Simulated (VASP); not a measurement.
Write the native input for VASP 6.6.1 that does the following.

| Quantity | Value |
| --- | --- |
| Task | single point |
| Functional | PBE0 |
| Potentials or basis | VASP PAW PBE potentials, release 64 (Pd) |
| Cutoff | 520 eV |
| k mesh | 6 × 6 × 3 |
| Occupations | fermi-dirac, width 0.05 eV |
| Spin | no spin polarisation |
| Dipole correction | no |
| Grid for exact exchange (PRECFOCK) | Normal |
| Further INCAR settings | ALGO = Normal; EDIFF = 1e-06; NBANDS = 17 |
| Share of exact exchange | 0.25 |

Pd:

```
Pd
1.0
     2.71957    0.00000    0.00000
    -1.35979    2.35522    0.00000
     0.00000    0.00000    4.63025
Pd
2
Direct
  0.33333 0.66667 0.25000
  0.66667 0.33333 0.75000
```

This isn't the form of Pd at room conditions, which is fcc.

These files were run (other wordings do the same):

POSCAR

```
Pd
1.0
    2.7195744521      0.0000000000      0.0000000000
   -1.3597872261      2.3552205630      0.0000000000
    0.0000000000      0.0000000000      4.6302472460
Pd
2
Direct
    0.3333333333      0.6666666667      0.2500000000
    0.6666666667      0.3333333333      0.7500000000
```

INCAR.step1

```
SYSTEM = Pd
PREC = Accurate
ENCUT = 520
EDIFF = 1E-5
ISMEAR = -1
SIGMA = 0.05
LREAL = .FALSE.
LASPH = .TRUE.
NELM = 100
ALGO = Normal
ISIF = 2
LWAVE = .TRUE.
LCHARG = .FALSE.
GGA = PE
NBANDS = 17
```

INCAR.step2

```
SYSTEM = Pd
PREC = Accurate
ENCUT = 520
EDIFF = 1E-6
ISMEAR = -1
SIGMA = 0.05
LREAL = .FALSE.
LASPH = .TRUE.
NELM = 100
ALGO = Normal
ISIF = 2
LWAVE = .FALSE.
LCHARG = .FALSE.
GGA = PE
LHFCALC = .TRUE.
AEXX = 0.25
PRECFOCK = Normal
ISTART = 1
NBANDS = 17
```

KPOINTS

```
Automatic mesh
0
G
  6 6 3
  0 0 0
```

Potentials or basis: VASP PAW PBE potentials, release 64 (Pd).

Run with:

```console
$ cat potpaw_PBE.64/Pd/POTCAR > POTCAR
$ cp INCAR.step1 INCAR
$ mpirun -np 1 vasp_std > vasp.out
$ cp INCAR.step2 INCAR
$ mpirun -np 1 vasp_std > vasp.out
```

Results of the run:

* Pressure: 0.2 GPa
* Band gap on the k mesh: zero (bands 10 and 11 overlap by 1.71 eV)

Caveat: the k points lie up to 0.45 Å⁻¹ apart, too coarse for converged energies and pressures of a metal; the PAW data sets were made with another functional, which shifts forces and pressure a little.

It took 37 min on 1 thread of Oxide Virtual Turin-like Processor (shared host), peak memory 0.13 GiB.
